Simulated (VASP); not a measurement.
# MoSe (P6_3/mmc) in VASP: a series of runs, part 3 of 3

VASP 6.6.1.

**7. Summary**

| task | level | spin | cell | k mesh | cutoff (eV) | gap on the mesh (eV) | pressure (GPa) | moment (μB) | relaxed volume (Å³/atom) |
| --- | --- | --- | --- | --- | --- | --- | --- | --- | --- |
| single point | r2SCAN | collinear | a = 3.228, b = 3.228, c = 7.114 Å, angles 90.0, 90.0, 120.0°, 4 atoms | 12 × 12 × 6 | 520 | none | 5.7 | 0.00 | - |
| single point | PBEsol | off | a = 3.228, b = 3.228, c = 7.114 Å, angles 90.0, 90.0, 120.0°, 4 atoms | 12 × 12 × 6 | 520 | none | 0.5 | - | - |
| single point | PBEsol | collinear | a = 3.390, b = 3.390, c = 6.575 Å, angles 90.0, 90.0, 120.0°, 4 atoms | 6 × 6 × 4 | 520 | none | 0.6 | 0.00 | - |
| relaxation of cell and atoms | PBEsol | off | relaxed from a = 3.390, b = 3.390, c = 6.575 Å, angles 90.0, 90.0, 120.0°, 4 atoms | 12 × 12 × 6 | 600 | - | 0.0 | - | 16.08 |
| relaxation of cell and atoms | PBEsol | collinear | relaxed from a = 3.631, b = 3.631, c = 5.628 Å, angles 90.0, 90.0, 120.0°, 4 atoms | 6 × 6 × 4 | 600 | - | 0.0 | 0.00 | 16.15 |

Alike in all rows: potentials or basis VASP PAW PBE potentials, release 64 (Mo_sv, Se); smearing gaussian 0.1 eV.

Caveats: the PAW data sets were made with another functional, which shifts forces and pressure a little; the highest band is partly filled, so the run has too few bands (at least some runs); the cell stands under pressure (at least some runs); a cell axis changed by over 15 % at a fixed basis, so the end point is rough (at least some runs).

Total energies depend on the potentials used, so only differences within one code and one set of settings carry meaning.
